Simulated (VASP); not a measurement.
Write the native input for VASP 6.6.1 that does the following.

| Property | Result |
| --- | --- |
| Task | single point |
| Functional | PBEsol |
| Potentials or basis | VASP PAW PBE potentials, release 64 (In_d, As) |
| Cutoff | 520 eV |
| k mesh | 12 × 12 × 10 |
| Occupations | gaussian, width 0.1 eV |
| Spin | no spin polarisation |
| Dipole correction | no |
| Further INCAR settings | ALGO = Normal; EDIFF = 1e-06; NBANDS = 26 |

The structure of InAs lies in POSCAR:

```
InAs
1.0
    3.0435760268      3.0435760268      0.0000000000
   -3.0435760268      3.0435760268      0.0000000000
    0.0000000000      0.0000000000      6.2088950947
In As
2 2
Direct
    0.5000000000      0.0000000000      0.2500000000
    0.0000000000      0.5000000000      0.7500000000
    0.0000000000      0.0000000000      0.0000000000
    0.5000000000      0.5000000000      0.5000000000
```

This cell differs from its parent crystal: strain along c alone, the other axes held: +2.0 %.

One way to write it, as run:

INCAR

```
SYSTEM = InAs
ALGO = Normal ; EDIFF = 1E-6
ENCUT = 520 ; GGA = PS
ISIF = 2 ; ISMEAR = 0
LASPH = .TRUE. ; LCHARG = .FALSE.
LREAL = .FALSE. ; LWAVE = .FALSE.
NBANDS = 26 ; NELM = 100
PREC = Accurate ; SIGMA = 0.1
```

KPOINTS

```
k-points
0
G
  12 12 10
  0 0 0
```

Potentials or basis: VASP PAW PBE potentials, release 64 (In_d, As).

The run is started by

```sh
$ cat potpaw_PBE.64/In_d/POTCAR potpaw_PBE.64/As/POTCAR > POTCAR
$ mpirun -np 1 vasp_std > vasp.out
```

Results of the run:

```json
{
  "Pressure": "-1.0 GPa",
  "Band gap on the k mesh": "zero (filled and empty bands touch)"
}
```

Caveat: the cell differs from its parent crystal (strain along c alone, the other axes held: +2.0 %); the PAW data sets were made with another functional, which shifts forces and pressure a little; spin-orbit coupling is left out, which moves the levels of the heavy elements.

It took 5 min on 1 thread of Intel(R) Xeon(R) Platinum 8488C (Sapphire Rapids) (shared host), peak memory 0.53 GiB.
